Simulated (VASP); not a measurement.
# BN in VASP: a series of runs

Runs on BN. Level: r2SCAN. Tasks: single point, relaxation of cell and atoms.

Everything below comes from runs of VASP 6.6.1. Logs are shortened: lines on timing, memory, paths and dates and some standing lists are left out, and cuts for length are marked.

**1. The cell of the first run**

The typed cell holds 4 atoms: a = 2.651 Å, b = 2.518 Å, c = 6.857 Å, α = 90.00°, β = 90.00°, γ = 121.85°.

**2. Single point, r2SCAN (uniaxial strain along a: +6.0 %, then relaxed in part)**

POSCAR

```
BN
1.0
    2.6509812034     -0.0021312627      0.0000000000
   -1.3272057354      2.1399737417      0.0000000000
    0.0000000000      0.0000000000      6.8567291719
B N
2 2
Direct
    0.3469120476      0.6938718271      0.2500000000
    0.6530879524      0.3061281729      0.7500000000
    0.3160369266      0.6318694150      0.7500000000
    0.6839630734      0.3681305850      0.2500000000
```

INCAR.step1

```
SYSTEM = BN
PREC = Accurate
ENCUT = 520
ISMEAR = 0
SIGMA = 0.02
LREAL = .FALSE.
LASPH = .TRUE.
NELM = 80
NBANDS = 16
GGA = PE
ALGO = Normal
EDIFF = 1E-4
LWAVE = .TRUE.
LCHARG = .FALSE.
```

INCAR.step2

```
SYSTEM = BN
PREC = Accurate
ENCUT = 520
EDIFF = 1E-6
ISMEAR = 0
SIGMA = 0.02
LREAL = .FALSE.
LASPH = .TRUE.
NELM = 80
ALGO = Normal
ISIF = 2
LWAVE = .FALSE.
LCHARG = .FALSE.
METAGGA = R2SCAN
LMIXTAU = .TRUE.
NBANDS = 16
ISTART = 1
```

KPOINTS

```
Automatic mesh
0
G
  12 12 4
  0 0 0
```

Potentials or basis: VASP PAW PBE potentials, release 64 (B, N).

Command:

```sh
> cat potpaw_PBE.64/B/POTCAR potpaw_PBE.64/N/POTCAR > POTCAR
> cp INCAR.step1 INCAR
> mpirun -np 1 vasp_std > vasp.out
> cp INCAR.step2 INCAR
> mpirun -np 1 vasp_std > vasp.out
```

OUTCAR:

```text
SYSTEM = BN
   PREC = Accurate
   ENCUT = 520
   EDIFF = 1E-6
   ISMEAR = 0
   LREAL = .FALSE.
   LASPH = .TRUE.
   NELM = 80
   ISIF = 2
   METAGGA = R2SCAN
   ISTART = 1

 ion  position               nearest neighbor table
   1  0.347  0.694  0.250-   4 1.44   4 1.50   4 1.50
   2  0.653  0.306  0.750-   3 1.44   3 1.50   3 1.50
   3  0.316  0.632  0.750-   2 1.44   2 1.50   2 1.50
   4  0.684  0.368  0.250-   1 1.44   1 1.50   1 1.50

  Warning from LATTYP: Monoclinic adjustment (A1->A3, A2->A1, A3->A2)!
  Warning from LATTYP: Got some problem with cell dimensions!
  Tried to take original basis but could not verify dimensions!
  LATTYP: Found a simple monoclinic cell.
 ALAT       =     2.5145082928
 B/A-ratio  =     2.7268667960
 C/A-ratio  =     1.0014390594
 COS(beta)  =    -0.4450522411

  Lattice vectors:

 A1 = (   1.3237754680,   2.1378424790,   0.0000000000)
 A2 = (   0.0000000000,   0.0000000000,   6.8567291719)
 A3 = (   1.3272057354,  -2.1399737417,   0.0000000000)

Analysis of symmetry for initial positions (statically):
=====================================================================
 Subroutine PRICEL returns:
 Original cell was already a primitive cell.

 Routine SETGRP: Setting up the symmetry group for a
 simple monoclinic supercell.

 Subroutine GETGRP returns: Found  4 space group operations
 (whereof  2 operations were pure point group operations)
 out of a pool of  4 trial point group operations.

The static configuration has the point symmetry S_2 .
 The point group associated with its full space group is C_2h.

Analysis of symmetry for dynamics (positions and initial velocities):
=====================================================================
 Subroutine PRICEL returns:
 Original cell was already a primitive cell.

 Routine SETGRP: Setting up the symmetry group for a
 simple monoclinic supercell.

 Subroutine GETGRP returns: Found  4 space group operations
 (whereof  2 operations were pure point group operations)
 out of a pool of  4 trial point group operations.

The dynamic configuration has the point symmetry S_2 .
 The point group associated with its full space group is C_2h.

 Subroutine INISYM returns: Found  4 space group operations
 (whereof  2 operations are pure point group operations),
 and found     1 'primitive' translations

----------------------------------------------------------------------------------------

                                     Primitive cell

  volume of cell :      38.8790
[... 96 lines left out ...]
   NSW    =      0    number of steps for IOM
   IBRION =     -1    ionic relax: 0-MD 1-quasi-New 2-CG
   NFREE  =      0    steps in history (QN), initial steepest desc. (CG)
   ISIF   =      2    stress and relaxation
   ISYM   =      2    0-nonsym 1-usesym 2-fastsym
   POTIM  = 0.5000    time-step for ionic-motion
   TEBEG  =    0.0;   TEEND  =   0.0 temperature during run
   PSTRESS=    0.0 pullay stress
   NELECT =      16.0000    total number of electrons
   NUPDOWN=      -1.0000    fix difference up-down
   EMIN   =  10.00;   EMAX   =-10.00  energy-range for DOS
   EFERMI =   0.00;   METHOD = LEGACY
   ISMEAR =     0;   SIGMA  =   0.02  broadening in eV -4-tet -1-fermi 0-gaus
   EFERMI_NEDOS =   21; number of points for ismear=-14 and -15
   IALGO  =     38    algorithm
   IMIX   =      4    mixing-type and parameters
     AMIX     =   0.40;   BMIX     =  1.00
     AMIX_MAG =   1.60;   BMIX_MAG =  1.00
  volume/ion in A,a.u.               =       9.72        65.59
  Fermi-wavevector in a.u.,A,eV,Ry     =   1.217708  2.301134 20.174877  1.482812
  Thomas-Fermi vector in A             =   2.353019
   LORBIT       =      0    0 simple, 1 ext, 2 COOP (PROOUT), +10 PAW based schemes
   METAGGA = R2SCAN    functional components
   LHFCALC =     F    Hartree Fock is set to
   AEXX    =    0.0000 exact exchange contribution
   IVDW    =     0    specifies the selected vdW correction
   LEPSILON=     F    determine dielectric tensor
   LRPA    =     F    only Hartree local field effects (RPA)
 non-spin polarized calculation
 Gauss-broadening in eV      SIGMA  =   0.02
  energy-cutoff  :      520.00
  volume of cell :       38.88
 maximum number of plane-waves:      1064
   NGX =  9   NGY =  9   NGZ = 25

 number of electron      16.0000003 magnetization

 Free energy of the ion-electron system (eV)
  ---------------------------------------------------
  ext. energy  EPLUGINS =         0.00000000
  ---------------------------------------------------
  free energy    TOTEN  =       -38.28846144 eV

  energy without entropy =      -38.28846144  energy(sigma->0) =      -38.28846144

 E-fermi :   1.7361     XC(G=0): -10.3829

 val. band max:        1.6182744972   @ k =   0.2500   0.3333   0.0000
 cond. band min:       6.2220443887   @ k =   0.5000   0.5000   0.0000
 fundamental gap:      4.6037698915
 Fermi energy:         1.7361123859

 k-point     1 :       0.0000    0.0000    0.0000
  band No.  band energies     occupation
      1     -16.8782      2.00000
      2     -16.6465      2.00000
      3      -4.4257      2.00000
      4      -2.5112      2.00000
      5      -0.1729      2.00000
      6      -0.1362      2.00000
[... 433 lines left out ...]
      3      -6.8718      2.00000
      4      -6.8145      2.00000
      5      -3.5363      2.00000
      6      -3.4746      2.00000
[... 8 lines left out ...]
     15      15.9067      0.00000
     16      18.1094      0.00000

 [... further k-points ...]

------------------------ aborting loop because EDIFF is reached ----------------------------------------

  FORCE on cell =-STRESS in cart. coord.  units (eV):
  Direction    XX          YY          ZZ          XY          YZ          ZX
  --------------------------------------------------------------------------------------
  -------------------------------------------------------------------------------------
  Total      -10.4334534      0.2325449     -0.0602302      0.1322706      0.0000000      0.0000000
  in kB     -429.9551639      9.5830074     -2.4820454      5.4507782      0.0000000      0.0000000
  external PRESSURE =    -140.9514007 kB  Pullay stress =       0.0000000 kB

 VOLUME and BASIS-vectors are now :
 -----------------------------------------------------------------------------
  energy-cutoff  :      520.00
  volume of cell :       38.88
      direct lattice vectors                 reciprocal lattice vectors
     2.650981203 -0.002131263  0.000000000     0.377406998  0.234066766  0.000000000
    -1.327205735  2.139973742  0.000000000     0.000375871  0.467528567  0.000000000
     0.000000000  0.000000000  6.856729172     0.000000000  0.000000000  0.145842132

 POSITION                                       TOTAL-FORCE (eV/Angst)
 -----------------------------------------------------------------------------------
     -0.00125      1.48413      1.71418        -0.000545     -0.005926      0.000000
      1.32503      0.65371      5.14255         0.000545      0.005926     -0.000000
     -0.00081      1.35151      5.14255        -0.000399     -0.005878     -0.000000
      1.32459      0.78633      1.71418         0.000399      0.005878      0.000000
 -----------------------------------------------------------------------------------
    total drift:                                0.000000     -0.000000      0.000000

  FREE ENERGIE OF THE ION-ELECTRON SYSTEM (eV)
  ---------------------------------------------------
  free  energy   TOTEN  =       -38.2884614442 eV

  energy  without entropy=      -38.2884614442  energy(sigma->0) =      -38.28846144
```

OUTCAR.step1:

```text
SYSTEM = BN
   PREC = Accurate
   ENCUT = 520
   ISMEAR = 0
   LREAL = .FALSE.
   LASPH = .TRUE.
   NELM = 80
[... 691 lines left out ...]
      1.32503      0.65371      5.14255        -0.000856      0.062908     -0.000000
     -0.00081      1.35151      5.14255         0.000990     -0.062519      0.000000
      1.32459      0.78633      1.71418        -0.000990      0.062519      0.000000
 -----------------------------------------------------------------------------------
    total drift:                                0.000000     -0.000000      0.000000

  FREE ENERGIE OF THE ION-ELECTRON SYSTEM (eV)
  ---------------------------------------------------
  free  energy   TOTEN  =       -34.9142879844 eV

  energy  without entropy=      -34.9142879844  energy(sigma->0) =      -34.91428798
```

OSZICAR.step1:

```text
N       E                     dE             d eps       ncg     rms          rms(c)
DAV:   1     0.481708291780E+02    0.48171E+02   -0.78392E+03  7120   0.914E+02
DAV:   2    -0.347346839211E+02   -0.82906E+02   -0.75237E+02 10000   0.215E+02
DAV:   3    -0.381089610562E+02   -0.33743E+01   -0.33595E+01  9184   0.430E+01
DAV:   4    -0.381321431646E+02   -0.23182E-01   -0.23178E-01  9016   0.396E+00
DAV:   5    -0.381323801518E+02   -0.23699E-03   -0.23698E-03  9160   0.380E-01    0.108E+01
DAV:   6    -0.352005799097E+02    0.29318E+01   -0.51311E+00  9200   0.172E+01    0.474E+00
DAV:   7    -0.349863919402E+02    0.21419E+00   -0.47447E-01  9712   0.510E+00    0.304E+00
DAV:   8    -0.349179208987E+02    0.68471E-01   -0.22616E-01  9512   0.313E+00    0.466E-01
DAV:   9    -0.349131938063E+02    0.47271E-02   -0.15225E-02  8032   0.100E+00    0.187E-01
DAV:  10    -0.349141414934E+02   -0.94769E-03   -0.14499E-03  8288   0.288E-01    0.414E-02
DAV:  11    -0.349142571190E+02   -0.11563E-03   -0.92132E-05  7568   0.800E-02    0.236E-02
DAV:  12    -0.349142879844E+02   -0.30865E-04   -0.34444E-05  5808   0.465E-02
   1 F= -.34914288E+02 E0= -.34914288E+02  d E =-.772822E-15
```

Run time: 3.9 min. Hardware: 1 thread of Intel Xeon 6975P-C (Granite Rapids), shared host; peak memory 0.24 GiB.

Results:

| Item | Value |
| --- | --- |
| Free energy | -38.2885 eV |
| Pressure | -14.1 GPa |
| Largest force | 0.006 eV/Å |
| Band gap on the k mesh | 4.60 eV (least direct gap 4.98 eV) |

Forces on the atoms (eV/Å):
```
B   -0.001 -0.006  0.000
B    0.001  0.006  0.000
N    0.000 -0.006  0.000
N    0.000  0.006  0.000
```

Stress tensor (GPa, compression positive):
```
-43.00   0.55   0.00
  0.55   0.96   0.00
  0.00   0.00  -0.25
```

Caveat: the cell differs from its parent crystal (uniaxial strain along a: +6.0 %, then relaxed in part); the cell stands under tension; the PAW data sets were made with another functional, which shifts forces and pressure a little. A k mesh can miss the band edges.

**3. Relaxation of cell and atoms, r2SCAN**

This run uses another cell than the first one, of 9.31 Å³/atom.

POSCAR

```
BN
1.0
    2.5009264718      0.0000000000      0.0000000000
   -1.2504632359      2.1658658576      0.0000000000
    0.0000000000      0.0000000000      6.8742626984
B N
2 2
Direct
    0.3333333333      0.6666666667      0.2500000000
    0.6666666667      0.3333333333      0.7500000000
    0.3333333333      0.6666666667      0.7500000000
    0.6666666667      0.3333333333      0.2500000000
```

INCAR.step1

```
PREC = Accurate
ENCUT = 600
ISMEAR = 0
SIGMA = 0.02
LREAL = False
LASPH = True
NELM = 100
GGA = PE
ALGO = Normal
EDIFF = 1E-4
LWAVE = True
LCHARG = False
```

INCAR.step2

```
PREC = Accurate
ENCUT = 600
EDIFF = 1E-7
ISMEAR = 0
SIGMA = 0.02
LREAL = False
LASPH = True
NELM = 100
ALGO = Normal
ISIF = 3
LWAVE = False
LCHARG = False
METAGGA = R2SCAN
LMIXTAU = True
IBRION = 2
NSW = 100
EDIFFG = -0.005
ISTART = 1
```

KPOINTS

```
regular mesh
0
Gamma
  12 12 4
```

Potentials or basis: VASP PAW PBE potentials, release 64 (B, N).

Command:

```sh
> cat potpaw_PBE.64/B/POTCAR potpaw_PBE.64/N/POTCAR > POTCAR
> cp INCAR.step1 INCAR
> mpirun -np 1 vasp_std > vasp.out
> cp INCAR.step2 INCAR
> mpirun -np 1 vasp_std > vasp.out
```

Run time: 4.8 min. Hardware: 1 thread of Intel Xeon 6975P-C (Granite Rapids), shared host; peak memory 0.17 GiB.

The run converged. Its results:

```yaml
Free_energy: -38.6000 eV
Relaxed_volume: 9.31 Å³/atom
Relaxed_cell: a = 2.503 Å, b = 2.503 Å, c = 6.867 Å, α = 90.00°, β = 90.00°, γ = 120.00°
Space_group_after_relaxing_to_0.1_Å: P6_3/mmc (No. 194)
Energy_gained_by_relaxing: 0.0 meV/atom
Ionic_steps: 6
Pressure_after_relaxing: 0.0 GPa
Band_gap_on_the_k_mesh: 4.92 eV (least direct gap 5.37 eV)
```

Stress tensor (GPa, compression positive):
```
-0.01  0.00  0.00
 0.00 -0.01  0.00
 0.00  0.00 -0.08
```

Step by step:
```csv
step,energy change (eV),largest force (eV/Å),pressure (GPa),volume (Å³)
1,0.0000,0.0000,0.42,37.24
2,0.0003,0.0000,-0.95,37.37
3,-0.0001,0.0000,-0.03,37.28
4,-0.0001,0.0000,-0.04,37.28
5,-0.0001,0.0000,-0.04,37.27
6,-0.0001,0.0000,-0.03,37.24
```

Final structure:
```
B N
1.0
     2.50255    0.00000    0.00000
    -1.25127    2.16727    0.00000
     0.00000    0.00000    6.86653
B N
2 2
Cartesian
  0.0000 1.4448 1.7166
  1.2513 0.7224 5.1499
  0.0000 1.4448 5.1499
  1.2513 0.7224 1.7166
```

Levels at points of the mesh, in eV from the valence-band top:
| k point | band 6 | band 7 | band 8 | band 9 | band 10 | band 11 |
| --- | --- | --- | --- | --- | --- | --- |
| (0.00, 0.00, 0.00) | -1.35 | -1.32 | -1.32 | 5.40 | 10.62 | 12.33 |
| (0.50, 0.00, 0.00) | -4.24 | -1.35 | -0.51 | 4.92 | 6.19 | 10.19 |
| (0.00, 0.00, 0.50) | -1.34 | -1.34 | -1.34 | 7.71 | 7.71 | 12.38 |
| (0.50, 0.00, 0.50) | -4.26 | -0.92 | -0.92 | 5.36 | 5.36 | 10.63 |

Caveat: the PAW data sets were made with another functional, which shifts forces and pressure a little. A k mesh can miss the band edges.
